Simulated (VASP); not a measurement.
Input of a VASP 6.6.1 run:

The input INCAR:

```
PREC = Accurate
ENCUT = 600
EDIFF = 1E-7
ISMEAR = 0
SIGMA = 0.02
LREAL = False
LASPH = True
NELM = 60
ALGO = Normal
ISIF = 3
LWAVE = False
LCHARG = False
GGA = PE
IVDW = 12
IBRION = 2
NSW = 100
EDIFFG = -0.005
```

Contents of KPOINTS:

```
Automatic mesh
0
Gamma
  15 15 15
```

Contents of POSCAR:

```
C
1.0
    1.2325534650      0.7116150748      3.3247414240
   -1.2325534650      0.7116150748      3.3247414240
    0.0000000000     -1.4232301496      3.3247414240
C
2
Direct
    0.1665465589      0.1665465589      0.1665465589
    0.8334534411      0.8334534411      0.8334534411
```

Potentials or basis: VASP PAW PBE potentials, release 64 (C).

Launch:

```console
$ cat potpaw_PBE.64/C/POTCAR > POTCAR
$ mpirun -np 1 vasp_std > vasp.out
```

Problem. Estimate the space group after relaxing (to 0.1 Å).

Solution. R-3m (No. 166).

Problem. Predict the relaxed volume.

Solution. 8.75 Å³/atom.

Problem. What does it give for the dispersion energy per atom?

Solution. -0.158 eV.

Problem. Predict the relaxed cell.

Solution. a = 3.617 Å, b = 3.617 Å, c = 3.617 Å, α = 39.84°, β = 39.84°, γ = 39.84°.

Final structure:
```cif
data_structure
_symmetry_space_group_name_H-M 'P 1'
_symmetry_Int_Tables_number 1
_cell_length_a 3.6175
_cell_length_b 3.6175
_cell_length_c 3.6175
_cell_angle_alpha 39.844
_cell_angle_beta 39.844
_cell_angle_gamma 39.844
_cell_volume 17.50
loop_
_atom_site_label
_atom_site_type_symbol
_atom_site_fract_x
_atom_site_fract_y
_atom_site_fract_z
_atom_site_occupancy
C1 C 0.16660 0.16660 0.16660 1
C2 C 0.83340 0.83340 0.83340 1
```
